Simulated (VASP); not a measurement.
**Hf: single point with PBEsol**

Crystal: Hf.

```
Hf
1.0
    -2.21887    1.82770    1.82770
     1.82770   -2.21887    1.82770
     1.82770    1.82770   -2.21887
Hf
1
Direct
  0.00000 0.00000 0.00000
```

This cell differs from its parent crystal: ratio of the length along [111] to the lengths across it x 0.71, volume and fractional coordinates fixed.

```yaml
Program: VASP 6.6.1
Task: single point
Functional: PBEsol
Potentials_or_basis: VASP PAW PBE potentials, release 64 (Hf_pv)
Cutoff: 520 eV
k_mesh: 20 × 20 × 20
Occupations: gaussian, width 0.15 eV
Spin: no spin polarisation
```

```yaml
Pressure: -2.4 GPa
Band_gap_on_the_k_mesh: zero (band 5 reaches 5.53 eV, above the bottom of band 6 at 2.77 eV)
```

Stress tensor (GPa, compression positive):
```
-2.35 16.43 16.43
16.43 -2.35 16.43
16.43 16.43 -2.35
```

Levels at points of the mesh, in eV from the Fermi level:
| k point | band 1 | band 2 | band 3 | band 4 | band 5 | band 6 | band 7 | band 8 | band 9 | band 10 |
| --- | --- | --- | --- | --- | --- | --- | --- | --- | --- | --- |
| (0.00, 0.00, 0.00) | -29.97 | -29.97 | -28.59 | -6.28 | -1.13 | 1.41 | 1.41 | 7.29 | 7.29 | 10.44 |
| (0.50, 0.00, 0.00) | -31.72 | -29.75 | -29.62 | -2.44 | -0.27 | 3.33 | 3.36 | 3.64 | 6.49 | 10.14 |
| (0.50, 0.50, 0.00) | -30.34 | -30.06 | -28.61 | -3.28 | -1.37 | 0.20 | 5.41 | 6.74 | 7.54 | 8.12 |
| (0.50, 0.50, 0.50) | -31.69 | -29.80 | -29.80 | -2.21 | -2.21 | 5.24 | 5.24 | 7.37 | 7.37 | 7.60 |

Run time: 2 min on 1 thread of Intel(R) Xeon(R) 6975P-C (Granite Rapids), with other jobs on the host, peak memory 0.32 GiB.

Caveat: the PAW data sets were made with another functional, which shifts forces and pressure a little; spin-orbit coupling is left out, which moves the levels of the heavy elements.
